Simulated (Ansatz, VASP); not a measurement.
Two plane-wave programs on AgBr

```
CELL_PARAMETERS angstrom
0.00000 2.88079 2.88079
2.88079 0.00000 2.88079
2.88079 2.88079 0.00000
ATOMIC_POSITIONS crystal
Ag 0.50000 0.50000 0.50000
Br 0.00000 0.00000 0.00000
```

Alike in both runs: task single point; functional PBE; k mesh 10 × 10 × 10; occupations gaussian, width 0.05 eV; no spin polarisation.

|  | VASP | Ansatz |
| --- | --- | --- |
| version | VASP 6.6.1 | Ansatz 0.2.0 |
| potentials or method | VASP PAW PBE potentials, release 64 (Ag, Br), cutoff 500 eV | scalar-relativistic, plane waves, PAW |
| valence electrons in the cell | 18 | 26 |

Ansatz gave:

```
gap on the k mesh at the Fermi level (eV) : 0.67
least direct gap on the mesh (eV)         : 2.57
pressure (GPa)                            : 1.8
```

**Question.** Estimate VASP's values.

**Answer.** gap on the k mesh at the Fermi level (eV): 0.67; least direct gap on the mesh (eV): 2.57; pressure (GPa): 1.7.

With one functional, cell and mesh, what is left measures potentials, basis and numerics. VASP's potentials hold 18 valence electrons a cell and Ansatz's 26, so a difference there can come from the potentials and not from the codes.
